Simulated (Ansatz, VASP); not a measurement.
**NaCl: VASP beside Ansatz**

```
CELL_PARAMETERS angstrom
2.59717 2.59717 0.00000
-2.59717 2.59717 0.00000
0.00000 2.59717 2.59717
ATOMIC_POSITIONS crystal
Na 0.00000 0.00000 0.00000
Cl 0.50000 0.50000 0.00000
```

Alike in both runs: task single point; functional PBEsol; k mesh 8 × 8 × 8; no spin polarisation.

|  | VASP | Ansatz |
| --- | --- | --- |
| version | VASP 6.6.1 | Ansatz 0.2.0 |
| potentials or method | VASP PAW PBE potentials, release 64 (Na_pv, Cl), cutoff 520 eV | all-electron LAPW, scalar-relativistic |
| occupations | gaussian, width 0.01 eV | fixed |

```csv
,VASP,Ansatz,Ansatz less VASP
gap on the k mesh at the Fermi level (eV),6.03,6.03,+0.004
pressure (GPa),10.1,10.0,-0.13
```

VASP's potentials were made for PBE, not for PBEsol. Ansatz ran all-electron here, and VASP with PAW potentials.
